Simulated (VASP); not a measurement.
# CdSe (Fm-3m) in VASP: further runs, part 3 of 3

VASP 6.6.1. Earlier steps stand in the parts before.

## (5) Electric field gradients, PBEsol

This run uses another cell than the first one, of 23.74 Å³/atom, 1.063 times its volume.

Contents of INCAR:

```
SYSTEM = CdSe
ALGO = Normal
EDIFF = 1E-8
ENCUT = 520
GGA = PS
ISIF = 2
ISMEAR = -1
LASPH = .True.
LCHARG = .False.
LEFG = .True.
LREAL = .False.
LWAVE = .False.
NBANDS = 16
NELM = 100
PREC = Accurate
SIGMA = 0.05
```

Contents of KPOINTS:

```
k-points
0
Gamma
  11 11 11
  0 0 0
```

Contents of POSCAR:

```
CdSe
1.0
    0.0000000000      2.8739580000      2.8739580000
    2.8739580000      0.0000000000      2.8739580000
    2.8739580000      2.8739580000      0.0000000000
Cd Se
1 1
Direct
    0.0000000000      0.0000000000      0.0000000000
    0.5000000000      0.5000000000      0.5000000000
```

Potentials or basis: VASP PAW PBE potentials, release 64 (Cd, Se).

Started as:

```
$ cat potpaw_PBE.64/Cd/POTCAR potpaw_PBE.64/Se/POTCAR > POTCAR
$ mpirun -np 1 vasp_std > vasp.out
```

OUTCAR:

```text
SYSTEM = CdSe
   EDIFF = 1E-8
   ENCUT = 520
   GGA = PS
   ISIF = 2
   ISMEAR = -1
   LASPH = .True.
   LREAL = .False.
   NELM = 100
   PREC = Accurate

 ion  position               nearest neighbor table
   1  0.000  0.000  0.000-   2 2.87   2 2.87   2 2.87   2 2.87   2 2.87   2 2.87
   2  0.500  0.500  0.500-   1 2.87   1 2.87   1 2.87   1 2.87   1 2.87   1 2.87

  LATTYP: Found a face centered cubic cell.
 ALAT       =     5.7479160000

  Lattice vectors:

 A1 = (   0.0000000000,   2.8739580000,   2.8739580000)
 A2 = (   2.8739580000,   0.0000000000,   2.8739580000)
 A3 = (   2.8739580000,   2.8739580000,   0.0000000000)

Analysis of symmetry for initial positions (statically):
=====================================================================
 Subroutine PRICEL returns:
 Original cell was already a primitive cell.

 Routine SETGRP: Setting up the symmetry group for a
 face centered cubic supercell.

 Subroutine GETGRP returns: Found 48 space group operations
 (whereof 48 operations were pure point group operations)
 out of a pool of 48 trial point group operations.

The static configuration has the point symmetry O_h .

Analysis of symmetry for dynamics (positions and initial velocities):
=====================================================================
 Subroutine PRICEL returns:
 Original cell was already a primitive cell.

 Routine SETGRP: Setting up the symmetry group for a
 face centered cubic supercell.

 Subroutine GETGRP returns: Found 48 space group operations
 (whereof 48 operations were pure point group operations)
 out of a pool of 48 trial point group operations.

The dynamic configuration has the point symmetry O_h .

[... 150 lines left out ...]
 Fermi energy:         2.1675015218

 k-point     1 :       0.0000    0.0000    0.0000
  band No.  band energies     occupation
      1     -10.7899      2.00000
      2      -5.7393      2.00000
      3      -5.7393      2.00000
      4      -5.7210      2.00000
      5      -5.7210      2.00000
      6      -5.7210      2.00000
[... 433 lines left out ...]
      3      -5.8405      2.00000
      4      -5.7462      2.00000
      5      -5.6594      2.00000
      6      -5.6027      2.00000
[... 8 lines left out ...]
     15      13.3794      0.00000
     16      14.2806      0.00000

 [... further k-points ...]
[... 5 lines left out ...]
  --------------------------------------------------------------------------------------
  -------------------------------------------------------------------------------------
  Total       -1.0432397     -1.0432397     -1.0432397      0.0000000      0.0000000      0.0000000
  in kB      -35.2065469    -35.2065469    -35.2065469      0.0000000      0.0000000      0.0000000
  external PRESSURE =     -35.2065469 kB  Pullay stress =       0.0000000 kB

 VOLUME and BASIS-vectors are now :
 -----------------------------------------------------------------------------
  energy-cutoff  :      520.00
  volume of cell :       47.48
      direct lattice vectors                 reciprocal lattice vectors
     0.000000000  2.873958000  2.873958000    -0.173976098  0.173976098  0.173976098
     2.873958000  0.000000000  2.873958000     0.173976098 -0.173976098  0.173976098
     2.873958000  2.873958000  0.000000000     0.173976098  0.173976098 -0.173976098

 POSITION                                       TOTAL-FORCE (eV/Angst)
 -----------------------------------------------------------------------------------
      0.00000      0.00000      0.00000        -0.000000      0.000000      0.000000
      2.87396      2.87396      2.87396         0.000000      0.000000     -0.000000
 -----------------------------------------------------------------------------------
    total drift:                               -0.000000      0.000000      0.000000

  FREE ENERGIE OF THE ION-ELECTRON SYSTEM (eV)
  ---------------------------------------------------
  free  energy   TOTEN  =        -5.9628387668 eV

  energy  without entropy=       -5.9586744806  energy(sigma->0) =       -5.96075662

 Electric field gradients (V/A^2)
---------------------------------------------------------------------
 ion       V_xx      V_yy      V_zz      V_xy      V_xz      V_yz
---------------------------------------------------------------------
   1       0.000    -0.000    -0.000    -0.002    -0.002    -0.002
   2       0.000    -0.000    -0.000     0.000     0.000     0.000
---------------------------------------------------------------------

 Electric field gradients after diagonalization (V/A^2)
 (convention: |V_zz| > |V_xx| > |V_yy|)
----------------------------------------------------------------------
 ion       V_xx      V_yy      V_zz     asymmetry (V_yy - V_xx)/ V_zz
----------------------------------------------------------------------
   1       0.002     0.002    -0.004       0.000
   2      -0.000    -0.000     0.000       0.000
----------------------------------------------------------------------

           NMR quadrupolar parameters

 Cq : quadrupolar parameter    Cq=e*Q*V_zz/h
 eta: asymmetry parameters     (V_yy - V_xx)/ V_zz
 Q  : nuclear electric quadrupole moment in mb (millibarn)
----------------------------------------------------------------------
 ion       Cq(MHz)       eta       Q (mb)
----------------------------------------------------------------------
   1      -0.000       0.000       1.000
   2       0.000       0.000       1.000
----------------------------------------------------------------------
```

stdout:

```text
POSCAR found type information on POSCAR CdSe
 POSCAR found :  2 types and       2 ions
 scaLAPACK will be used
 -----------------------------------------------------------------------------
|                                                                             |
|                                                                             |
|     You enforced a specific xc type in the INCAR file but a different       |
|     I HOPE YOU KNOW WHAT YOU ARE DOING!                                     |
|                                                                             |
 -----------------------------------------------------------------------------

 LDA part: xc-table for (Slater+PW92), standard interpolation
 POSCAR, INCAR and KPOINTS ok, starting setup
 FFT: planning ... GRIDC
 FFT: planning ... GRID_SOFT
 FFT: planning ... GRID
 WAVECAR not read
 entering main loop
ion   1

ion   2
```

Run time: 51 s. Hardware: 1 thread of AMD EPYC 7R43 (Zen 3), shared host; peak memory 0.16 GiB.

What came out:

- Free energy: -5.9628 eV
- Pressure: -3.5 GPa
- Band gap on the k mesh: zero (band 9 reaches 2.12 eV, above the bottom of band 10 at 1.70 eV)

Levels at points of the mesh, in eV from the Fermi level:
| k point | band 6 | band 7 | band 8 | band 9 | band 10 | band 11 | band 12 | band 13 |
| --- | --- | --- | --- | --- | --- | --- | --- | --- |
| (0.00, 0.00, 0.00) | -7.89 | -0.65 | -0.65 | -0.65 | -0.07 | 8.54 | 8.54 | 8.54 |

Caveat: without QUAD_EFG the Cq values of the log hold for a quadrupole moment of 1 mb, not for the nuclei; the PAW data sets were made with another functional, which shifts forces and pressure a little.

## (6) Overview

```csv
cell,gap on the mesh (eV),pressure (GPa)
"a = 3.982 Å, angles 60.0°, 2 atoms",none,0.3
"a = 4.037 Å, angles 60.0°, 2 atoms",none,-2.4
"a = 4.064 Å, angles 60.0°, 2 atoms",none,-3.5
```

Alike in all rows: task electric field gradients; level PBEsol; potentials or basis VASP PAW PBE potentials, release 64 (Cd, Se); no spin polarisation; k mesh 11 × 11 × 11; cutoff (eV) 520; smearing fermi-dirac 0.05 eV.

Caveats: the PAW data sets were made with another functional, which shifts forces and pressure a little.

Total energies depend on the potentials used, so only differences within one code and one set of settings carry meaning.
